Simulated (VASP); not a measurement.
Set up this calculation in VASP 6.6.1, as the native input.

```
Task                   : relaxation of cell and atoms
Functional             : PBE
Potentials or basis    : VASP PAW PBE potentials, release 64 (Ga_d, W_sv)
Cutoff                 : 600 eV
k mesh                 : 14 × 14 × 14
Occupations            : gaussian, width 0.1 eV
Spin                   : no spin polarisation
Dipole correction      : no
Further INCAR settings : ALGO = Fast; EDIFF = 1e-06; IBRION = 2; EDIFFG = -0.01; NSW = 100; ISIF = 3
```

The structure of GaW2 lies in POSCAR:

```
GaW2
1.0
    0.0000000000      2.9746410951      2.9746410951
    2.9746410951      0.0000000000      2.9746410951
    2.9746410951      2.9746410951      0.0000000000
Ga W
1 2
Direct
    0.0000000000      0.0000000000      0.0000000000
    0.2500000000      0.2500000000      0.2500000000
    0.7500000000      0.7500000000      0.7500000000
```

One way to write it, as run:

INCAR

```
  PREC = Accurate
  ENCUT = 600
  EDIFF = 1E-6
  ISMEAR = 0
  SIGMA = 0.1
  LREAL = F
  LASPH = T
  NELM = 80
  ALGO = Fast
  ISIF = 3
  LWAVE = F
  LCHARG = F
  GGA = PE
  IBRION = 2
  NSW = 100
  EDIFFG = -0.01
```

KPOINTS

```
regular mesh
0
Gamma
  14 14 14
```

Potentials or basis: VASP PAW PBE potentials, release 64 (Ga_d, W_sv).

Launch:

```console
$ cat potpaw_PBE.64/Ga_d/POTCAR potpaw_PBE.64/W_sv/POTCAR > POTCAR
$ mpirun -np 1 vasp_std > vasp.out
```

It gave:

* Relaxed volume: 17.60 Å³/atom
* Relaxed cell: a = 4.211 Å, b = 4.211 Å, c = 4.211 Å, α = 60.00°, β = 60.00°, γ = 60.00°
* Space group after relaxing (to 0.1 Å): Fm-3m (No. 225)
* Energy gained by relaxing: 0.1 meV/atom
* Ionic steps: 3
* Pressure after relaxing: 0.0 GPa

Caveat: the highest band is partly filled, so the run has too few bands.

Wall time 5.7 min on 1 thread of Intel(R) Xeon(R) 6975P-C (Granite Rapids) (shared host), peak memory 0.33 GiB.
